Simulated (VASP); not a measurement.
Set up this calculation in VASP 6.6.1, as the native input.

```
Task                   : single point
Functional             : PBEsol
Potentials or basis    : VASP PAW PBE potentials, release 64 (Ti_sv, Re)
Cutoff                 : 520 eV
k mesh                 : 6 × 6 × 6
Occupations            : methfessel-paxton, width 0.05 eV
Spin                   : no spin polarisation
Dipole correction      : no
Further INCAR settings : ALGO = Normal; EDIFF = 1e-06; NBANDS = 16
```

The structure of TiRe lies in POSCAR:

```
TiRe
1.0
    3.0813109948      0.0000000000      0.0000000000
    0.0000000000      3.0813109948      0.0000000000
    0.0000000000      0.0000000000      3.0813109948
Ti Re
1 1
Direct
    0.0000000000      0.0000000000      0.0000000000
    0.5000000000      0.5000000000      0.5000000000
```

The input as run:

INCAR

```
PREC = Accurate
ENCUT = 520
EDIFF = 1E-6
ISMEAR = 1
SIGMA = 0.05
LREAL = F
LASPH = T
NELM = 60
ALGO = Normal
ISIF = 2
LWAVE = F
LCHARG = F
GGA = PS
NBANDS = 16
```

KPOINTS

```
regular mesh
0
Gamma
  6 6 6
```

Potentials or basis: VASP PAW PBE potentials, release 64 (Ti_sv, Re).

Launch:

```console
$ cat potpaw_PBE.64/Ti_sv/POTCAR potpaw_PBE.64/Re/POTCAR > POTCAR
$ mpirun -np 1 vasp_std > vasp.out
```

Results of the run:

The pressure is -0.1 GPa.

Caveat: the PAW data sets were made with another functional, which shifts forces and pressure a little.

Wall time 4.3 s on 1 thread of Intel(R) Xeon(R) 6975P-C (Granite Rapids), on a shared host, peak memory 0.14 GiB.
